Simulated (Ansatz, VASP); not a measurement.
## Ge in VASP and in Ansatz

```
Ge
1.0
    -1.66078    1.66078    1.66078
     1.66078   -1.66078    1.66078
     1.66078    1.66078   -1.66078
Ge
1
Direct
  0.00000 0.00000 0.00000
```

Alike in both runs: functional PBEsol; k mesh 13 × 13 × 13; occupations fermi-dirac, width 0.1 eV; no spin polarisation.

Ansatz relaxed the structure, and its values are those at the end. VASP's run is a single point on that final structure, the one shown.

|  | VASP | Ansatz |
| --- | --- | --- |
| version | VASP 6.6.1 | Ansatz 0.2.0 |
| potentials or method | VASP PAW PBE potentials, release 64 (Ge_d), cutoff 520 eV | plane waves (420 eV) with PAW, scalar-relativistic |
| valence electrons in the cell | 14 | 14 |

|  | VASP | Ansatz | Ansatz less VASP |
| --- | --- | --- | --- |
| pressure (GPa) | 0.1 | 0.0 | -0.06 |

VASP's potentials were made for PBE, not for PBEsol, and Ansatz warns of the same on its side. With one functional, cell and mesh, what is left measures potentials, basis and numerics.
